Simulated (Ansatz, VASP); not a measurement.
## Two plane-wave programs on CsSnI3

```
Cs Sn I
1.0
     6.34643    0.00000    0.00000
     0.00000    6.34643    0.00000
     0.00000    0.00000    6.34643
Cs Sn I
1 1 3
Direct
  0.00000 0.00000 0.00000
  0.50000 0.50000 0.50000
  0.00000 0.50000 0.50000
  0.50000 0.00000 0.50000
  0.50000 0.50000 0.00000
```

Alike in both runs: task single point; functional r2SCAN; k mesh 6 × 6 × 6; occupations gaussian, width 0.02 eV; no spin polarisation.

```csv
,VASP,Ansatz
version,VASP 6.6.1,Ansatz 0.2.0
potentials or method,"VASP PAW PBE potentials, release 64 (Cs_sv, Sn_d, I), cutoff 520 eV","scalar-relativistic, plane waves, PAW"
valence electrons in the cell,44,74
```

```csv
,VASP,Ansatz,Ansatz less VASP
gap on the k mesh at the Fermi level (eV),0.73,0.73,0.000
least direct gap on the mesh (eV),0.73,0.73,0.000
pressure (GPa),-0.9,-0.9,+0.01
```

VASP's potentials were made for PBE, not for r2SCAN. VASP's potentials hold 44 valence electrons a cell and Ansatz's 74, so a difference there can come from the potentials and not from the codes.

Neither program's run includes spin-orbit coupling.
